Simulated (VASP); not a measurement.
Here is a VASP 6.6.1 calculation.

POSCAR

```
BN
1.0
    0.0000000000      1.8080000000      1.8080000000
    1.8080000000      0.0000000000      1.8080000000
    1.8080000000      1.8080000000      0.0000000000
B N
1 1
Direct
    0.0000000000      0.0000000000      0.0000000000
    0.2500000000      0.2500000000      0.2500000000
```

Contents of INCAR.step1:

```
  PREC = Accurate
  ENCUT = 500
  EDIFF = 1E-8
  ISMEAR = 0
  SIGMA = 0.01
  LREAL = False
  LASPH = True
  NELM = 60
  ALGO = Normal
  LWAVE = True
  LCHARG = False
  GGA = PE
```

The input INCAR.step2:

```
  PREC = Accurate
  ENCUT = 500
  EDIFF = 1E-8
  ISMEAR = 0
  SIGMA = 0.01
  LREAL = False
  LASPH = True
  NELM = 1
  ALGO = Exact
  LWAVE = True
  LCHARG = False
  GGA = PE
  NBANDS = 119
  LOPTICS = True
  ISTART = 1
```

The input INCAR.step3:

```
  PREC = Accurate
  ENCUT = 500
  EDIFF = 1E-8
  ISMEAR = 0
  SIGMA = 0.01
  LREAL = False
  LASPH = True
  ALGO = EVGW0
  LWAVE = False
  LCHARG = False
  GGA = PE
  NELMGW = 1
  NBANDS = 119
  ENCUTGW = 180.0
  NOMEGA = 48
  PRECFOCK = Fast
  ISTART = 1
  NBANDSGW = 12
```

The input KPOINTS:

```
regular mesh
0
Gamma
  2 2 2
```

Potentials or basis: VASP PAW PBE potentials, release 64 (B_GW, N_GW).

Command:

```sh
$ cat potpaw_PBE.64/B_GW/POTCAR potpaw_PBE.64/N_GW/POTCAR > POTCAR
$ cp INCAR.step1 INCAR
$ mpirun -np 1 vasp_std > vasp.out
$ cp INCAR.step2 INCAR
$ mpirun -np 1 vasp_std > vasp.out
$ cp INCAR.step3 INCAR
$ mpirun -np 1 vasp_std > vasp.out
```

**Question.** Estimate the quasiparticle gap.

**Answer.** 5.19 eV.

**Question.** Predict the least direct quasiparticle gap.

**Answer.** 10.19 eV.

**Question.** What does it give for the least direct gap of the starting levels on the mesh?

**Answer.** 8.39 eV.

**Question.** Estimate the band gap of the starting levels on the mesh.

**Answer.** 4.09 eV.

Caveat: the k points lie up to 1.50 Å⁻¹ apart; bands, screening cutoff and mesh are small and nothing is extrapolated, so the quasiparticle values aren't converged.
